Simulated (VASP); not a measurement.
Set up this calculation in VASP 6.6.1, as the native input.

* Task: single point
* Functional: PBE
* Potentials or basis: VASP PAW PBE potentials, release 64 (Sn_d, P)
* Cutoff: 520 eV
* k mesh: 1 × 1 × 1, shifted
* Occupations: fermi-dirac, width 0.05 eV
* Spin: no spin polarisation
* Dipole correction: no
* Further INCAR settings: LREAL = Auto; ALGO = Normal; EDIFF = 1e-06; NBANDS = 68; ISYM = 0

The structure of Sn4P11 lies in POSCAR:

```
Sn4P11
1.0
    6.9109540000     -0.1477090000      0.0559190000
   -0.1477090000      6.8279300000     -0.2761220000
    0.0559190000     -0.2761220000      6.8173210000
Sn P
4 11
Direct
    0.8107617544      0.4938043110      0.1351267232
    0.3454972785      0.0603794101      0.6448574478
    0.7891058042      0.1072187746      0.6190787342
    0.2860371918      0.5099171790      0.0071618217
    0.4402295932      0.7596916394      0.2685460133
    0.4242273493      0.5144309020      0.4644106270
    0.9568359077      0.6009961697      0.7625958873
    0.5913256572      0.1550198951     -0.0002250057
    1.0235093339      0.3718655361      0.4729333762
    0.0794722877      0.1351884491      0.2080728624
    0.4539202944      0.7223078373      0.7446680765
    1.0141607636      0.9158183491      0.8992869396
    0.1162504548      0.8725923053      0.3587723570
    0.7974720929      0.9730728019      0.1468849664
    0.7047896480      0.6982792934      0.5560417564
```

One way to write it, as run:

INCAR

```
SYSTEM = Sn4P11
ALGO = Normal
EDIFF = 1E-6
ENCUT = 520
GGA = PE
ISIF = 2
ISMEAR = -1
ISYM = 0
LASPH = .TRUE.
LCHARG = .TRUE.
LELF = .TRUE.
LREAL = Auto
LVHAR = .TRUE.
LWAVE = .FALSE.
NBANDS = 68
NELM = 100
PREC = Accurate
SIGMA = 0.05
```

KPOINTS

```
Automatic mesh
0
Gamma
  1 1 1
  0.25 0.25 0.25
```

Potentials or basis: VASP PAW PBE potentials, release 64 (Sn_d, P).

Command:

```bash
$ cat potpaw_PBE.64/Sn_d/POTCAR potpaw_PBE.64/P/POTCAR > POTCAR
$ mpirun -np 1 vasp_std > vasp.out
```

It gave:

```yaml
Pressure: 1.1 GPa
Largest_force: 1.051 eV/Å
```

Caveat: the k points lie up to 0.92 Å⁻¹ apart.

Wall time 34 s on 1 thread of Intel(R) Xeon(R) 6975P-C (Granite Rapids), on a shared host, peak memory 0.36 GiB.
